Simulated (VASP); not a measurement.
# CaNdAu3 (P-6m2) in VASP: further runs

The runs below take CaNdAu3 through single point, with PBE.

All numbers are computed with VASP 6.6.1; they aren't measurements. Logs are shortened: lines on timing, memory, paths and dates and some standing lists are left out, and cuts for length are marked.

## Step 1: The cell of the first run

Symmetry: P-6m2, No. 187, hexagonal system. The conventional cell has a = 5.136 Å, b = 5.136 Å, c = 5.339 Å, α = 90.00°, β = 90.00°, γ = 120.00°. Ca (site symmetry -6m2) has 8 Au at 2.67 to 3.26 Å and 3 Nd at 2.97 Å within 3.5 Å. Within 4.0 Å of Nd (site symmetry -6m2) lie 3 Ca at 2.97 Å and 12 Au at 3.26 to 3.99 Å. Au (site symmetry 3m) has 5 Au at 2.62 to 3.24 Å and 3 Nd at 3.26 Å and 3 Ca at 3.26 Å within 3.5 Å. Au (site symmetry -6m2) has 2 Ca at 2.67 Å and 6 Au at 3.24 Å within 3.5 Å.

The cell was generated, and may not be a known phase.

## Step 2: Single point, PBE

INCAR

```
SYSTEM = CaNdAu3
  PREC = Accurate
  ENCUT = 500
  EDIFF = 1E-6
  ISMEAR = 0
  SIGMA = 0.2
  LREAL = .False.
  LASPH = .True.
  NELM = 200
  ALGO = Normal
  ISIF = 2
  LWAVE = .False.
  LCHARG = .True.
  GGA = PE
  LELF = .True.
  LVHAR = .True.
  NBANDS = 35
  GGA_COMPAT = .False.
  LMAXMIX = 6
```

KPOINTS

```
Automatic mesh
0
Gamma
  4 4 3
  0 0 0
```

POSCAR

```
CaNdAu3
1.0
    5.1359680197      0.0000000029      0.0000000000
   -2.5679840124      4.4478787766      0.0000000000
    0.0000000000      0.0000000000      5.3388617585
Ca Nd Au
1 1 3
Direct
    0.3333333333      0.6666666667      0.5000000000
    0.6666666667      0.3333333333      0.5000000000
    0.0000000000      0.0000000000      0.7545141083
    0.0000000000      0.0000000000      0.2454858917
    0.3333333333      0.6666666667      0.0000000000
```

Potentials or basis: VASP PAW PBE potentials, release 64 (Ca_sv, Nd_3, Au), 4f in core.

Run with:

```sh
cat potpaw_PBE.64/Ca_sv/POTCAR potpaw_PBE.64/Nd_3/POTCAR potpaw_PBE.64/Au/POTCAR > POTCAR
mpirun -np 1 vasp_std > vasp.out
```

OUTCAR:

```text
SYSTEM = CaNdAu3
   PREC = Accurate
   ENCUT = 500
   EDIFF = 1E-6
   ISMEAR = 0
   LREAL = .False.
   LASPH = .True.
   NELM = 200
   ISIF = 2
   GGA = PE

 ion  position               nearest neighbor table
   1  0.333  0.667  0.500-   5 2.67   5 2.67   2 2.97   2 2.97   2 2.97   4 3.26   3 3.26   4 3.26
                             3 3.26   4 3.26   3 3.26
   2  0.667  0.333  0.500-   1 2.97   1 2.97   1 2.97   4 3.26   3 3.26   3 3.26   4 3.26   3 3.26
                             4 3.26
   3  0.000  0.000  0.755-   4 2.62   4 2.72   5 3.24   5 3.24   5 3.24   1 3.26   2 3.26   2 3.26
                             1 3.26   1 3.26   2 3.26
   4  0.000  0.000  0.245-   3 2.62   3 2.72   5 3.24   5 3.24   5 3.24   2 3.26   1 3.26   2 3.26
                             1 3.26   1 3.26   2 3.26
   5  0.333  0.667  0.000-   1 2.67   1 2.67   4 3.24   3 3.24   3 3.24   4 3.24   3 3.24   4 3.24

  LATTYP: Found a hexagonal cell.
 ALAT       =     5.1359680197
 C/A-ratio  =     1.0395044786

  Lattice vectors:

 A1 = (   5.1359680197,   0.0000000029,   0.0000000000)
 A2 = (  -2.5679840124,   4.4478787766,   0.0000000000)
 A3 = (   0.0000000000,   0.0000000000,   5.3388617585)

Analysis of symmetry for initial positions (statically):
=====================================================================
 Subroutine PRICEL returns:
 Original cell was already a primitive cell.

 Routine SETGRP: Setting up the symmetry group for a
 hexagonal supercell.

 Subroutine GETGRP returns: Found 12 space group operations
 (whereof 12 operations were pure point group operations)
 out of a pool of 24 trial point group operations.

The static configuration has the point symmetry D_3h.

Analysis of symmetry for dynamics (positions and initial velocities):
=====================================================================
 Subroutine PRICEL returns:
 Original cell was already a primitive cell.

 Routine SETGRP: Setting up the symmetry group for a
 hexagonal supercell.

 Subroutine GETGRP returns: Found 12 space group operations
 (whereof 12 operations were pure point group operations)
 out of a pool of 24 trial point group operations.

The dynamic configuration has the point symmetry D_3h.

 Subroutine INISYM returns: Found 12 space group operations
 (whereof 12 operations are pure point group operations),
 and found     1 'primitive' translations

----------------------------------------------------------------------------------------

                                     Primitive cell

  volume of cell :     121.9618

  direct lattice vectors                    reciprocal lattice vectors
     5.135968020  0.000000003  0.000000000     0.194705262  0.112413136  0.000000000
    -2.567984012  4.447878777  0.000000000    -0.000000000  0.224826271  0.000000000
     0.000000000  0.000000000  5.338861759     0.000000000  0.000000000  0.187305843

  length of vectors
     5.135968020  5.135968020  5.338861759     0.224826271  0.224826271  0.187305843

  position of ions in fractional coordinates (direct lattice)
     0.333333333  0.666666667  0.500000000
     0.666666667  0.333333333  0.500000000
     0.000000000  0.000000000  0.754514108
     0.000000000  0.000000000  0.245485892
     0.333333333  0.666666667  0.000000000

  ion indices of the primitive-cell ions
   primitive index   ion index
                 1           1
                 2           2
                 3           3
                 4           4
                 5           5

----------------------------------------------------------------------------------------

 KPOINTS: Automatic mesh

Automatic generation of k-mesh.
 Grid dimensions read from file:
 generate k-points for:    4    4    3

 Generating k-lattice:

  Cartesian coordinates                     Fractional coordinates (reciprocal lattice)
     0.048676316  0.028103284  0.000000000     0.250000000  0.000000000  0.000000000
    -0.000000000  0.056206568  0.000000000     0.000000000  0.250000000  0.000000000
     0.000000000  0.000000000  0.062435281     0.000000000  0.000000000  0.333333333

  Length of vectors
     0.056206568  0.056206568  0.062435281

  Shift w.r.t. Gamma in fractional coordinates (k-lattice)
     0.000000000  0.000000000  0.000000000

 Subroutine IBZKPT returns following result:
 ===========================================

 Found      8 irreducible k-points:

 Following reciprocal coordinates:
            Coordinates               Weight
  0.000000  0.000000  0.000000      1.000000
  0.250000 -0.000000  0.000000      6.000000
  0.500000 -0.000000  0.000000      3.000000
  0.250000  0.250000  0.000000      6.000000
  0.000000  0.000000  0.333333      2.000000
  0.250000 -0.000000  0.333333     12.000000
  0.500000 -0.000000  0.333333      6.000000
  0.250000  0.250000  0.333333     12.000000
   k-points           NKPTS =      8   k-points in BZ     NKDIM =      8   number of bands    NBANDS=     35
   number of dos      NEDOS =    301   number of ions     NIONS =      5
   total plane-waves  NPLWV =  64000
   dimension x,y,z NGX =    40 NGY =   40 NGZ =   40
   dimension x,y,z NGXF=    80 NGYF=   80 NGZF=   80
   ions per type =               1   1   3
   NGX,Y,Z   is equivalent  to a cutoff of  12.95, 12.95, 12.46 a.u.
   NGXF,Y,Z  is equivalent  to a cutoff of  25.90, 25.90, 24.91 a.u.
 SYSTEM =  CaNdAu3
   PREC   = accura    normal or accurate (medium, high low for compatibility)
   ISTART =      0    job   : 0-new  1-cont  2-samecut
   ICHARG =      2    charge: 1-file 2-atom 10-const
   ISPIN  =      1    spin polarized calculation?
   LNONCOLLINEAR =      F non collinear calculations
   LSORBIT =      F    spin-orbit coupling
   LASPH  =      T    aspherical Exc in radial PAW
   ENCUT  =  500.0 eV  36.75 Ry    6.06 a.u.   9.36  9.36  9.73*2*pi/ulx,y,z
   NELM   =    200;   NELMIN=  2; NELMDL= -5     # of ELM steps
   EDIFF  = 0.1E-05   stopping-criterion for ELM
   LREAL  =      F    real-space projection
   EDIFFG = 0.1E-04   stopping-criterion for IOM
   NSW    =      0    number of steps for IOM
   IBRION =     -1    ionic relax: 0-MD 1-quasi-New 2-CG
   NFREE  =      0    steps in history (QN), initial steepest desc. (CG)
   ISIF   =      2    stress and relaxation
   ISYM   =      2    0-nonsym 1-usesym 2-fastsym
   POTIM  = 0.5000    time-step for ionic-motion
   TEBEG  =    0.0;   TEEND  =   0.0 temperature during run
   PSTRESS=    0.0 pullay stress
   NELECT =      54.0000    total number of electrons
   NUPDOWN=      -1.0000    fix difference up-down
   EMIN   =  10.00;   EMAX   =-10.00  energy-range for DOS
   EFERMI =   0.00;   METHOD = LEGACY
   ISMEAR =     0;   SIGMA  =   0.20  broadening in eV -4-tet -1-fermi 0-gaus
   EFERMI_NEDOS =   21; number of points for ismear=-14 and -15
   IALGO  =     38    algorithm
   IMIX   =      4    mixing-type and parameters
     AMIX     =   0.40;   BMIX     =  1.00
     AMIX_MAG =   1.60;   BMIX_MAG =  1.00
  volume/ion in A,a.u.               =      24.39       164.61
  Fermi-wavevector in a.u.,A,eV,Ry     =   1.247761  2.357927 21.183016  1.556908
  Thomas-Fermi vector in A             =   2.381879
   LORBIT       =      0    0 simple, 1 ext, 2 COOP (PROOUT), +10 PAW based schemes
   GGA     = PE    functional components
   LHFCALC =     F    Hartree Fock is set to
   AEXX    =    0.0000 exact exchange contribution
   IVDW    =     0    specifies the selected vdW correction
   LEPSILON=     F    determine dielectric tensor
   LRPA    =     F    only Hartree local field effects (RPA)
 non-spin polarized calculation
 Gauss-broadening in eV      SIGMA  =   0.20
  energy-cutoff  :      500.00
  volume of cell :      121.96
 maximum number of plane-waves:      3115
 NGX is ok and might be reduce to    40
   NGX = 19   NGY = 19   NGZ = 19

 number of electron      53.9999994 magnetization

 Free energy of the ion-electron system (eV)
  ---------------------------------------------------
  ext. energy  EPLUGINS =         0.00000000
  ---------------------------------------------------
  free energy    TOTEN  =       -16.66466761 eV

  energy without entropy =      -16.55813185  energy(sigma->0) =      -16.61139973

 E-fermi :   5.5543     XC(G=0): -10.4856

 val. band max:        5.4632672156   @ k =   0.2500  -0.0000   0.3333
 cond. band min:       5.5971112904   @ k =   0.2500   0.2500   0.3333
 fundamental gap:      0.1338440749
 Fermi energy:         5.5542545127

 k-point     1 :       0.0000    0.0000    0.0000
  band No.  band energies     occupation
      1     -35.5274      2.00000
      2     -33.3501      2.00000
      3     -16.8287      2.00000
      4     -16.8287      2.00000
      5     -16.5668      2.00000
      6     -14.4455      2.00000
[... 27 lines left out ...]
     34       8.6921      0.00000
     35       9.2177      0.00000

 k-point     2 :       0.2500   -0.0000    0.0000
  band No.  band energies     occupation
      1     -35.5226      2.00000
      2     -33.3573      2.00000
      3     -16.8499      2.00000
      4     -16.7874      2.00000
      5     -16.5615      2.00000
      6     -14.4988      2.00000
[... 27 lines left out ...]
     34       8.6304      0.00000
     35       9.9495      0.00000

 k-point     3 :       0.5000   -0.0000    0.0000
  band No.  band energies     occupation
      1     -35.5178      2.00000
      2     -33.3645      2.00000
      3     -16.8706      2.00000
      4     -16.7457      2.00000
      5     -16.5562      2.00000
      6     -14.5509      2.00000
[... 27 lines left out ...]
     34       8.1640      0.00000
     35      10.3752      0.00000

 k-point     4 :       0.2500    0.2500    0.0000
  band No.  band energies     occupation
      1     -35.5178      2.00000
      2     -33.3645      2.00000
      3     -16.8876      2.00000
      4     -16.7270      2.00000
      5     -16.5562      2.00000
      6     -14.5642      2.00000
[... 27 lines left out ...]
     34       8.3268      0.00000
     35       9.8173      0.00000

 k-point     5 :       0.0000    0.0000    0.3333
  band No.  band energies     occupation
      1     -35.5253      2.00000
      2     -33.3500      2.00000
      3     -16.8300      2.00000
      4     -16.8300      2.00000
      5     -16.6116      2.00000
      6     -14.4450      2.00000
[... 27 lines left out ...]
     34       8.3066      0.00000
     35       8.3066      0.00000

 k-point     6 :       0.2500   -0.0000    0.3333
  band No.  band energies     occupation
      1     -35.5205      2.00000
      2     -33.3572      2.00000
      3     -16.8512      2.00000
      4     -16.7886      2.00000
      5     -16.6061      2.00000
      6     -14.4979      2.00000
[... 27 lines left out ...]
     34       8.5782      0.00000
     35       9.3351      0.00000

 k-point     7 :       0.5000   -0.0000    0.3333
  band No.  band energies     occupation
      1     -35.5157      2.00000
      2     -33.3644      2.00000
      3     -16.8718      2.00000
      4     -16.7469      2.00000
      5     -16.6007      2.00000
      6     -14.5498      2.00000
[... 27 lines left out ...]
     34       8.7129      0.00000
     35       9.2307      0.00000

 k-point     8 :       0.2500    0.2500    0.3333
  band No.  band energies     occupation
      1     -35.5157      2.00000
      2     -33.3644      2.00000
      3     -16.8887      2.00000
      4     -16.7283      2.00000
      5     -16.6007      2.00000
      6     -14.5633      2.00000
[... 27 lines left out ...]
     34       8.5870      0.00000
     35       9.1274      0.00000

------------------------ aborting loop because EDIFF is reached ----------------------------------------

  FORCE on cell =-STRESS in cart. coord.  units (eV):
  Direction    XX          YY          ZZ          XY          YZ          ZX
  --------------------------------------------------------------------------------------
  -------------------------------------------------------------------------------------
  Total       -0.0302978     -0.0302978      0.5756987      0.0000000      0.0000000      0.0000000
  in kB       -0.3980133     -0.3980133      7.5627881      0.0000000      0.0000000      0.0000000
  external PRESSURE =       2.2555872 kB  Pullay stress =       0.0000000 kB

 VOLUME and BASIS-vectors are now :
 -----------------------------------------------------------------------------
  energy-cutoff  :      500.00
  volume of cell :      121.96
      direct lattice vectors                 reciprocal lattice vectors
     5.135968020  0.000000003  0.000000000     0.194705262  0.112413136  0.000000000
    -2.567984012  4.447878777  0.000000000    -0.000000000  0.224826271  0.000000000
     0.000000000  0.000000000  5.338861759     0.000000000  0.000000000  0.187305843

 POSITION                                       TOTAL-FORCE (eV/Angst)
 -----------------------------------------------------------------------------------
     -0.00000      2.96525      2.66943         0.000000     -0.000000      0.000000
      2.56798      1.48263      2.66943        -0.000000      0.000000      0.000000
      0.00000      0.00000      4.02825         0.000000     -0.000000      0.007220
      0.00000      0.00000      1.31062         0.000000     -0.000000     -0.007220
     -0.00000      2.96525      0.00000         0.000000     -0.000000      0.000000
 -----------------------------------------------------------------------------------
    total drift:                                0.000000     -0.000000      0.000000

  FREE ENERGIE OF THE ION-ELECTRON SYSTEM (eV)
  ---------------------------------------------------
  free  energy   TOTEN  =       -16.6646676119 eV

  energy  without entropy=      -16.5581318520  energy(sigma->0) =      -16.61139973
```

It took 21 s on 1 thread of Intel Xeon 6975P-C (Granite Rapids), shared host; peak memory 0.25 GiB.

Results:

```yaml
Free_energy: -16.6647 eV
Pressure: 0.2 GPa
Largest_force: 0.007 eV/Å
Band_gap_on_the_k_mesh: zero (bands 27 and 28 overlap by 0.64 eV)
```

Forces in eV/Å, atoms in the order of the input:
```
Ca   0.000  0.000  0.000
Nd   0.000  0.000  0.000
Au   0.000  0.000  0.007
Au   0.000  0.000 -0.007
Au   0.000  0.000  0.000
```

Caveat: the k points lie up to 0.39 Å⁻¹ apart, too coarse for converged energies and pressures of a metal; spin-orbit coupling is left out, which moves the levels of the heavy elements; the 4f electrons are frozen in the core, so they carry no moment and show no levels.

## Step 3: Single point, PBE

This run uses another cell than the first one, of 29.88 Å³/atom.

INCAR

```
ALGO = Normal
EDIFF = 1E-6
ENCUT = 500
GGA = PE
GGA_COMPAT = F
ISIF = 2
ISMEAR = 0
LASPH = T
LCHARG = F
LMAXMIX = 6
LREAL = F
LWAVE = F
NBANDS = 35
NELM = 200
PREC = Accurate
SIGMA = 0.2
```

KPOINTS

```
k-points
0
Gamma
  4 4 3
```

POSCAR

```
CaNdAu3
1.0
    6.2770730989      0.0000000038      0.0000000000
   -3.1385365528      5.4361047631      0.0000000000
    0.0000000000      0.0000000000      4.3778472809
Ca Nd Au
1 1 3
Direct
    0.6666666667      0.3333333333      0.0000000000
    0.3333333333      0.6666666667      0.5000000000
    0.1473528625      0.8526471375      0.0000000000
    0.1473528625      0.2947057250      0.0000000000
    0.7052942750      0.8526471375      0.0000000000
```

Potentials or basis: VASP PAW PBE potentials, release 64 (Ca_sv, Nd_3, Au), 4f in core.

Run with:

```sh
cat potpaw_PBE.64/Ca_sv/POTCAR potpaw_PBE.64/Nd_3/POTCAR potpaw_PBE.64/Au/POTCAR > POTCAR
mpirun -np 1 vasp_std > vasp.out
```

Wall time 24 s (1 thread of Intel Xeon 6975P-C (Granite Rapids), shared host); peak memory 0.27 GiB.

It converged, with:

```yaml
Free_energy: -18.6889 eV
Pressure: 0.3 GPa
Largest_force: 0.053 eV/Å
Band_gap_on_the_k_mesh: zero (bands 27 and 28 overlap by 0.19 eV)
```

Forces in eV/Å, atoms in the order of the input:
```
Ca   0.000  0.000  0.000
Nd   0.000  0.000  0.000
Au  -0.046  0.026  0.000
Au   0.000 -0.053  0.000
Au   0.046  0.026  0.000
```

Levels at points of the mesh, in eV from the Fermi level:
```tsv
k point	band 23	band 24	band 25	band 26	band 27	band 28	band 29	band 30	band 31	band 32
(0.00, 0.00, 0.00)	-3.47	-2.45	-0.79	-0.65	-0.65	0.44	0.44	0.67	2.42	2.42
(0.50, 0.00, 0.00)	-3.58	-3.52	-3.38	-1.15	-0.71	1.40	1.57	1.59	2.16	2.29
```

Caveat: the k points lie up to 0.48 Å⁻¹ apart; spin-orbit coupling is left out, which moves the levels of the heavy elements; the 4f electrons are frozen in the core, so they carry no moment and show no levels. Spin polarisation is off, so any magnetic state and its effect on volume and gap are missing.

The gap in the log of VASP goes by the Fermi energy; the results here count the filled bands.